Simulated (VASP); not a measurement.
# Li2S (Fm-3m) in VASP: notebook

Aim: see how the results for Li2S move with the level of theory and the settings. Levels: revPBE+D3(BJ), BLYP, PBEsol. Tasks: single point.

Everything below comes from runs of VASP 6.6.1. Logs are shortened: lines on timing, memory, paths and dates and some standing lists are left out, and cuts for length are marked.

**1. The cell of the first run**

The structure is cubic, space group Fm-3m (No. 225). Conventional cell: a = 5.652 Å, b = 5.652 Å, c = 5.652 Å, α = 90.00°, β = 90.00°, γ = 90.00°. Within 3.2 Å of Li (site symmetry -43m) lie 4 S at 2.45 Å and 6 Li at 2.83 Å. Within 3.2 Å of S (site symmetry m-3m) lie 8 Li at 2.45 Å.

**2. Single point, revPBE+D3(BJ) (15.04 Å³/atom)**

File INCAR:

```
ALGO     = Normal         # electronic algorithm
EDIFF    = 1E-6           # SCF threshold, eV
ENCUT    = 750            # plane-wave cutoff, eV
GGA      = RE             # functional
GGA_COMPAT= False        
ISIF     = 2              # what is computed and relaxed
ISMEAR   = 0              # smearing method
IVDW     = 12             # dispersion correction
LASPH    = True           # aspherical terms in the spheres
LCHARG   = False          # write CHGCAR
LREAL    = False          # projectors in reciprocal space
LWAVE    = False          # write WAVECAR
NBANDS   = 13             # bands
NELM     = 120            # most SCF steps
PREC     = Accurate       # precision mode
SIGMA    = 0.05           # smearing width, eV
```

File KPOINTS:

```
k-points
0
Gamma
  8 8 8
```

File POSCAR:

```
Li2S
1.0
    0.0000000000      2.8258381974      2.8258381974
    2.8258381974      0.0000000000      2.8258381974
    2.8258381974      2.8258381974      0.0000000000
Li S
2 1
Direct
    0.2500000000      0.2500000000      0.2500000000
    0.7500000000      0.7500000000      0.7500000000
    0.0000000000      0.0000000000      0.0000000000
```

Potentials or basis: VASP PAW PBE potentials, release 64 (Li_sv, S).

Command:

```
$ cat potpaw_PBE.64/Li_sv/POTCAR potpaw_PBE.64/S/POTCAR > POTCAR
$ mpirun -np 1 vasp_std > vasp.out
```

OUTCAR:

```text
EDIFF = 1E-6
   ENCUT = 750
   GGA = RE
   ISIF = 2
   ISMEAR = 0
   IVDW = 12
   LASPH = True
   LREAL = False
   NELM = 120
   PREC = Accurate
 IVDW          = 12

 ion  position               nearest neighbor table
   1  0.250  0.250  0.250-   3 2.45   3 2.45   3 2.45   3 2.45
   2  0.750  0.750  0.750-   3 2.45   3 2.45   3 2.45   3 2.45
   3  0.000  0.000  0.000-   2 2.45   2 2.45   2 2.45   1 2.45   2 2.45   1 2.45   1 2.45   1 2.45

  LATTYP: Found a face centered cubic cell.
 ALAT       =     5.6516763948

  Lattice vectors:

 A1 = (   0.0000000000,   2.8258381974,   2.8258381974)
 A2 = (   2.8258381974,   0.0000000000,   2.8258381974)
 A3 = (   2.8258381974,   2.8258381974,   0.0000000000)

Analysis of symmetry for initial positions (statically):
=====================================================================
 Subroutine PRICEL returns:
 Original cell was already a primitive cell.

 Routine SETGRP: Setting up the symmetry group for a
 face centered cubic supercell.

 Subroutine GETGRP returns: Found 48 space group operations
 (whereof 48 operations were pure point group operations)
 out of a pool of 48 trial point group operations.

The static configuration has the point symmetry O_h .

Analysis of symmetry for dynamics (positions and initial velocities):
=====================================================================
 Subroutine PRICEL returns:
 Original cell was already a primitive cell.

 Routine SETGRP: Setting up the symmetry group for a
 face centered cubic supercell.

 Subroutine GETGRP returns: Found 48 space group operations
 (whereof 48 operations were pure point group operations)
 out of a pool of 48 trial point group operations.

The dynamic configuration has the point symmetry O_h .

 Subroutine INISYM returns: Found 48 space group operations
 (whereof 48 operations are pure point group operations),
 and found     1 'primitive' translations

----------------------------------------------------------------------------------------

                                     Primitive cell

  volume of cell :      45.1307

  direct lattice vectors                    reciprocal lattice vectors
     0.000000000  2.825838197  2.825838197    -0.176938651  0.176938651  0.176938651
     2.825838197  0.000000000  2.825838197     0.176938651 -0.176938651  0.176938651
     2.825838197  2.825838197  0.000000000     0.176938651  0.176938651 -0.176938651

  length of vectors
     3.996338704  3.996338704  3.996338704     0.306466734  0.306466734  0.306466734

  position of ions in fractional coordinates (direct lattice)
     0.250000000  0.250000000  0.250000000
     0.750000000  0.750000000  0.750000000
     0.000000000  0.000000000  0.000000000

  ion indices of the primitive-cell ions
   primitive index   ion index
                 1           1
                 2           2
                 3           3

----------------------------------------------------------------------------------------

 KPOINTS: k-points

Automatic generation of k-mesh.
 Grid dimensions read from file:
 generate k-points for:    8    8    8

 Generating k-lattice:

  Cartesian coordinates                     Fractional coordinates (reciprocal lattice)
    -0.022117331  0.022117331  0.022117331     0.125000000  0.000000000  0.000000000
     0.022117331 -0.022117331  0.022117331     0.000000000  0.125000000  0.000000000
     0.022117331  0.022117331 -0.022117331     0.000000000  0.000000000  0.125000000

  Length of vectors
     0.038308342  0.038308342  0.038308342

  Shift w.r.t. Gamma in fractional coordinates (k-lattice)
     0.000000000  0.000000000  0.000000000

 Subroutine IBZKPT returns following result:
 ===========================================

 Found     29 irreducible k-points:

 Following reciprocal coordinates:
            Coordinates               Weight
  0.000000  0.000000  0.000000      1.000000
  0.125000  0.000000  0.000000      8.000000
  0.250000  0.000000  0.000000      8.000000
  0.375000  0.000000  0.000000      8.000000
  0.500000  0.000000  0.000000      4.000000
  0.125000  0.125000  0.000000      6.000000
[... 16 lines left out ...]
  0.500000  0.250000  0.125000     48.000000
 -0.375000  0.250000  0.125000     24.000000
 [... further k-points ...]
   k-points           NKPTS =     29   k-points in BZ     NKDIM =     29   number of bands    NBANDS=     13
   number of dos      NEDOS =    301   number of ions     NIONS =      3
   total plane-waves  NPLWV =  46656
   dimension x,y,z NGX =    36 NGY =   36 NGZ =   36
   dimension x,y,z NGXF=    72 NGYF=   72 NGZF=   72
   ions per type =               2   1
   NGX,Y,Z   is equivalent  to a cutoff of  14.98, 14.98, 14.98 a.u.
   NGXF,Y,Z  is equivalent  to a cutoff of  29.95, 29.95, 29.95 a.u.
 SYSTEM =  unknown system
   PREC   = accura    normal or accurate (medium, high low for compatibility)
   ISTART =      0    job   : 0-new  1-cont  2-samecut
   ICHARG =      2    charge: 1-file 2-atom 10-const
   ISPIN  =      1    spin polarized calculation?
   LNONCOLLINEAR =      F non collinear calculations
   LSORBIT =      F    spin-orbit coupling
   LASPH  =      T    aspherical Exc in radial PAW
   ENCUT  =  750.0 eV  55.12 Ry    7.42 a.u.   8.92  8.92  8.92*2*pi/ulx,y,z
   NELM   =    120;   NELMIN=  2; NELMDL= -5     # of ELM steps
   EDIFF  = 0.1E-05   stopping-criterion for ELM
   LREAL  =      F    real-space projection
   EDIFFG = 0.1E-04   stopping-criterion for IOM
   NSW    =      0    number of steps for IOM
   IBRION =     -1    ionic relax: 0-MD 1-quasi-New 2-CG
   NFREE  =      0    steps in history (QN), initial steepest desc. (CG)
   ISIF   =      2    stress and relaxation
   ISYM   =      2    0-nonsym 1-usesym 2-fastsym
   POTIM  = 0.5000    time-step for ionic-motion
   TEBEG  =    0.0;   TEEND  =   0.0 temperature during run
   PSTRESS=    0.0 pullay stress
   NELECT =      12.0000    total number of electrons
   NUPDOWN=      -1.0000    fix difference up-down
   EMIN   =  10.00;   EMAX   =-10.00  energy-range for DOS
   EFERMI =   0.00;   METHOD = LEGACY
   ISMEAR =     0;   SIGMA  =   0.05  broadening in eV -4-tet -1-fermi 0-gaus
   EFERMI_NEDOS =   21; number of points for ismear=-14 and -15
   IALGO  =     38    algorithm
   IMIX   =      4    mixing-type and parameters
     AMIX     =   0.40;   BMIX     =  1.00
     AMIX_MAG =   1.60;   BMIX_MAG =  1.00
  volume/ion in A,a.u.               =      15.04       101.52
  Fermi-wavevector in a.u.,A,eV,Ry     =   1.052716  1.989345 15.078130  1.108211
  Thomas-Fermi vector in A             =   2.187810
   LORBIT       =      0    0 simple, 1 ext, 2 COOP (PROOUT), +10 PAW based schemes
   GGA     = RE    functional components
   LHFCALC =     F    Hartree Fock is set to
   AEXX    =    0.0000 exact exchange contribution
   IVDW    =    12    specifies the selected vdW correction
   LEPSILON=     F    determine dielectric tensor
   LRPA    =     F    only Hartree local field effects (RPA)
 non-spin polarized calculation
 Gauss-broadening in eV      SIGMA  =   0.05
  energy-cutoff  :      750.00
  volume of cell :       45.13
 maximum number of plane-waves:      2148
   NGX = 17   NGY = 17   NGZ = 17

 number of electron      11.9999996 magnetization

 Free energy of the ion-electron system (eV)
  ---------------------------------------------------
  ext. energy  EPLUGINS =         0.00000000
  ---------------------------------------------------
  free energy    TOTEN  =       -11.44223004 eV

  energy without entropy =      -11.44223004  energy(sigma->0) =      -11.44223004

 E-fermi :   2.0473     XC(G=0):  -8.4375

 val. band max:        1.6941055102   @ k =   0.0000   0.0000   0.0000
 cond. band min:       5.1839849652   @ k =   0.5000   0.5000   0.0000
 fundamental gap:      3.4898794549
 Fermi energy:         2.0473150169

 k-point     1 :       0.0000    0.0000    0.0000
  band No.  band energies     occupation
      1     -42.5934      2.00000
      2     -42.5482      2.00000
      3      -9.3881      2.00000
      4       1.6941      2.00000
      5       1.6941      2.00000
      6       1.6941      2.00000
      7       6.2232      0.00000
      8       8.0435      0.00000
      9       8.0435      0.00000
     10       8.0435      0.00000
     11      12.9357      0.00000
     12      12.9357      0.00000
     13      14.4194      0.00000

 k-point     2 :       0.1250    0.0000    0.0000
  band No.  band energies     occupation
      1     -42.5915      2.00000
      2     -42.5498      2.00000
      3      -9.3293      2.00000
      4       1.0944      2.00000
      5       1.6047      2.00000
      6       1.6047      2.00000
      7       6.6490      0.00000
      8       8.2838      0.00000
      9       8.2838      0.00000
     10       8.4093      0.00000
     11      12.0268      0.00000
     12      12.0268      0.00000
     13      14.5645      0.00000

 k-point     3 :       0.2500    0.0000    0.0000
  band No.  band energies     occupation
      1     -42.5863      2.00000
      2     -42.5543      2.00000
      3      -9.1777      2.00000
      4      -0.0122      2.00000
      5       1.4112      2.00000
      6       1.4112      2.00000
      7       7.3024      0.00000
      8       8.6103      0.00000
      9       8.6103      0.00000
     10       9.2997      0.00000
     11      11.6765      0.00000
     12      11.6765      0.00000
     13      15.0005      0.00000
[... 305 lines left out ...]
 k-point    23 :       0.5000    0.2500    0.1250
  band No.  band energies     occupation
      1     -42.5768      2.00000
      2     -42.5629      2.00000
      3      -8.9258      2.00000
      4      -0.6857      2.00000
      5       0.4512      2.00000
      6       0.9241      2.00000
      7       7.5716      0.00000
      8       8.6508      0.00000
      9       9.8612      0.00000
     10      10.2961      0.00000
     11      11.9130      0.00000
     12      14.3518      0.00000
     13      15.6486      0.00000

 k-point    24 :      -0.3750    0.2500    0.1250
  band No.  band energies     occupation
      1     -42.5697      2.00000
      2     -42.5697      2.00000
      3      -8.8654      2.00000
      4      -0.9238      2.00000
      5       0.4312      2.00000
      6       0.7745      2.00000
      7       7.6784      0.00000
      8       8.5325      0.00000
      9      10.2342      0.00000
     10      10.8898      0.00000
     11      12.2481      0.00000
     12      13.6398      0.00000
     13      15.2757      0.00000

 [... further k-points ...]

------------------------ aborting loop because EDIFF is reached ----------------------------------------

 Edisp (eV)   -1.57666

 E8    (eV) :    -1.0540

  FORCE on cell =-STRESS in cart. coord.  units (eV):
  Direction    XX          YY          ZZ          XY          YZ          ZX
  --------------------------------------------------------------------------------------
  -------------------------------------------------------------------------------------
  Total      -1.01135    -1.01135    -1.01135     0.00000    -0.00000     0.00000
  in kB     -35.90380   -35.90380   -35.90380     0.00000    -0.00000     0.00000
  external pressure =      -35.90 kB  Pullay stress =        0.00 kB

 VOLUME and BASIS-vectors are now :
 -----------------------------------------------------------------------------
  energy-cutoff  :      750.00
  volume of cell :       45.13
      direct lattice vectors                 reciprocal lattice vectors
     0.000000000  2.825838197  2.825838197    -0.176938651  0.176938651  0.176938651
     2.825838197  0.000000000  2.825838197     0.176938651 -0.176938651  0.176938651
     2.825838197  2.825838197  0.000000000     0.176938651  0.176938651 -0.176938651

 POSITION                                       TOTAL-FORCE (eV/Angst)
 -----------------------------------------------------------------------------------
      1.41292      1.41292      1.41292         0.000000     -0.000000     -0.000000
      4.23876      4.23876      4.23876         0.000000      0.000000      0.000000
      0.00000      0.00000      0.00000        -0.000000      0.000000     -0.000000
 -----------------------------------------------------------------------------------
    total drift:                                0.000000      0.000000      0.000000

  FREE ENERGIE OF THE ION-ELECTRON SYSTEM (eV)
  ---------------------------------------------------
  free  energy   TOTEN  =       -13.0188850513 eV

  energy  without entropy=      -13.0188850513  energy(sigma->0) =      -13.01888505
```

It took 55 s on 1 thread of AMD EPYC 7R13, shared host; peak memory 0.18 GiB.

What came out:

```yaml
Free_energy: -13.0189 eV
Pressure: -3.6 GPa
Band_gap_on_the_k_mesh: 3.49 eV (least direct gap 4.53 eV)
Dispersion_energy_per_atom: -0.526 eV
```

Levels at points of the mesh, in eV from the valence-band top:
```csv
k point,band 4,band 5,band 6,band 7,band 8,band 9
"(0.00, 0.00, 0.00)",0.00,0.00,0.00,4.53,6.35,6.35
"(0.50, 0.00, 0.00)",-2.92,-0.52,-0.52,6.33,6.68,6.68
"(0.50, 0.50, 0.00)",-2.20,-1.45,-1.45,3.49,7.22,11.42
```

Caveat: the cell stands under tension; the PAW data sets were made with another functional, which shifts forces and pressure a little.

(Part 1 of 3 ends here.)
